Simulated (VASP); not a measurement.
Wanted: the native input for a VASP 6.6.1 run.

```yaml
Task: single point
Functional: PBEsol
Potentials_or_basis: VASP PAW PBE potentials, release 64 (Co, Si)
Cutoff: 520 eV
k_mesh: 14 × 14 × 5
Occupations: gaussian, width 0.15 eV
Spin: no spin polarisation
Dipole_correction: no
Further_INCAR_settings: ALGO = Normal; EDIFF = 1e-06; NBANDS = 36
```

The structure of CoSi2 lies in POSCAR:

```
CoSi2
1.0
    2.6562539695     -2.6562539695      0.0000000000
    2.6562539695      0.0000000000     -2.6562539695
    5.1393028581      5.1393028581      5.1393028581
Co Si
3 6
Direct
    1.0000000000      0.0000000000      0.9906483669
    0.3333333333      0.3333333333      0.6460810143
    0.6666666667      0.6666666667      0.3015136618
    0.6666666667      0.6666666667      0.5599391762
    1.0000000000      0.0000000000      0.2153718237
    0.3333333333      0.3333333333      0.9045065287
    0.6666666667      0.6666666667      0.0430881474
    1.0000000000      1.0000000000      0.7322228525
    0.3333333333      0.3333333333      0.3876555000
```

This cell differs from its parent crystal: the distance across one plane changed.

These files were run (other wordings do the same):

INCAR

```
SYSTEM = CoSi2
  ALGO = Normal
  EDIFF = 1E-6
  ENCUT = 520
  GGA = PS
  ISIF = 2
  ISMEAR = 0
  LASPH = .True.
  LCHARG = .False.
  LREAL = .False.
  LWAVE = .False.
  NBANDS = 36
  NELM = 80
  PREC = Accurate
  SIGMA = 0.15
```

KPOINTS

```
k-points
0
Gamma
  14 14 5
  0 0 0
```

Potentials or basis: VASP PAW PBE potentials, release 64 (Co, Si).

The run is started by

```bash
$ cat potpaw_PBE.64/Co/POTCAR potpaw_PBE.64/Si/POTCAR > POTCAR
$ mpirun -np 1 vasp_std > vasp.out
```

Results of the run:

The pressure is 8.8 GPa and the largest force is 4.231 eV/Å. The band gap on the k mesh is zero (an odd number of electrons rules out a gap without spin polarisation).

Caveat: the cell differs from its parent crystal (the distance across one plane changed); the cell stands under pressure; the PAW data sets were made with another functional, which shifts forces and pressure a little; the run has no spin polarisation, though such a crystal can be magnetic.

Run time: 14 min on 1 thread of AMD EPYC 7R13 (shared host), peak memory 0.44 GiB.
